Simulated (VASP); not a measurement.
A run of VASP 6.6.1:

Contents of INCAR:

```
ALGO = Normal
EDIFF = 1E-6
EDIFFG = -0.005
ENCUT = 600
GGA = PE
IBRION = 2
ISIF = 3
ISMEAR = 0
LASPH = True
LCHARG = False
LREAL = False
LWAVE = False
NELM = 100
NSW = 100
PREC = Accurate
SIGMA = 0.02
```

KPOINTS

```
k-points
0
Gamma
  6 6 6
```

The input POSCAR:

```
LiNbO3
1.0
    2.5758000000      1.4871388234      4.6230000000
   -2.5758000000      1.4871388234      4.6230000000
    0.0000000000     -2.9742776468      4.6230000000
Li Nb O
2 2 6
Direct
    0.2815000000      0.2815000000      0.2815000000
    0.7815000000      0.7815000000      0.7815000000
    0.0000550000      0.0000550000      0.0000550000
    0.5000550000      0.5000550000      0.5000550000
    0.1123100000      0.3583600000      0.7195900000
    0.7195900000      0.1123100000      0.3583600000
    0.3583600000      0.7195900000      0.1123100000
    0.2195900000      0.8583600000      0.6123100000
    0.8583600000      0.6123100000      0.2195900000
    0.6123100000      0.2195900000      0.8583600000
```

Potentials or basis: VASP PAW PBE potentials, release 64 (Li_sv, Nb_sv, O).

The run is started by

```bash
$ cat potpaw_PBE.64/Li_sv/POTCAR potpaw_PBE.64/Nb_sv/POTCAR potpaw_PBE.64/O/POTCAR > POTCAR
$ mpirun -np 1 vasp_std > vasp.out
```

Hardware: 1 thread of Intel(R) Xeon(R) 6975P-C (Granite Rapids) (shared host).

**Question.** Estimate the wall time of this run.

**Answer.** Run time: 8.7 min on 1 thread of Intel(R) Xeon(R) 6975P-C (Granite Rapids) (shared host), peak memory 0.42 GiB. Counts: scf iterations 63, k points 32, ion steps 8.
